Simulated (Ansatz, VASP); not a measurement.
**Two plane-wave programs on NaF**

POSCAR

```
NaF
1.0
    0.0000000000      2.3005215763      2.3005215763
    2.3005215763      0.0000000000      2.3005215763
    2.3005215763      2.3005215763      0.0000000000
Na F
1 1
Direct
    0.0000000000      0.0000000000      0.0000000000
    0.5000000000      0.5000000000      0.5000000000
```

File INCAR.step1:

```
ALGO = Normal
EDIFF = 1E-4
ENCUT = 520
GGA = PE
ISMEAR = 0
LASPH = T
LCHARG = F
LREAL = F
LWAVE = T
NBANDS = 14
NELM = 100
PREC = Accurate
SIGMA = 0.05
```

The input INCAR.step2:

```
ALGO = Normal
BPARAM = 11.95
CPARAM = 0.0093
EDIFF = 1E-6
ENCUT = 520
ISIF = 2
ISMEAR = 0
ISTART = 1
IVDW_NL = 2
LASPH = T
LCHARG = F
LMIXTAU = T
LREAL = F
LUSE_VDW = T
LWAVE = F
METAGGA = R2SCAN
NBANDS = 14
NELM = 100
PREC = Accurate
SIGMA = 0.05
```

File KPOINTS:

```
k-points
0
Gamma
  8 8 8
```

Input for Ansatz:

```yaml
crystal:
  lattice:
    - [0.0, 2.3005215763, 2.3005215763]
    - [2.3005215763, 0.0, 2.3005215763]
    - [2.3005215763, 2.3005215763, 0.0]
  atoms:
    - { symbol: Na, position: [0.0, 0.0, 0.0] }
    - { symbol: F, position: [0.5, 0.5, 0.5] }
basis:
  ecutwfc: 500
  ecutrho_ratio: 4
kpoints:
  mp_grid: { grid: [8, 8, 8] }
hamiltonian:
  xc: r2scan
  dispersion: rvv10
scf:
  occupations: { method: gaussian, width: 0.05 }
output:
  forces: true
  stress: true
  eigenvalues: true
```

Alike in both runs: task single point; functional r2SCAN; dispersion rVV10; k mesh 8 × 8 × 8; occupations gaussian, width 0.05 eV; no spin polarisation.

```csv
,VASP,Ansatz
version,VASP 6.6.1,Ansatz 0.2.0
potentials or method,"VASP PAW PBE potentials, release 64 (Na_pv, F), cutoff 520 eV","scalar-relativistic, plane waves, PAW"
valence electrons in the cell,14,16
```

|  | VASP | Ansatz | Ansatz less VASP |
| --- | --- | --- | --- |
| gap on the k mesh at the Fermi level (eV) | 7.21 | 7.18 | -0.038 |
| least direct gap on the mesh (eV) | 7.21 | 7.18 | -0.038 |
| pressure (GPa) | -2.0 | -1.1 | +0.90 |

VASP's potentials were made for PBE, not for r2SCAN. VASP's potentials hold 14 valence electrons a cell and Ansatz's 16, so a difference there can come from the potentials and not from the codes.
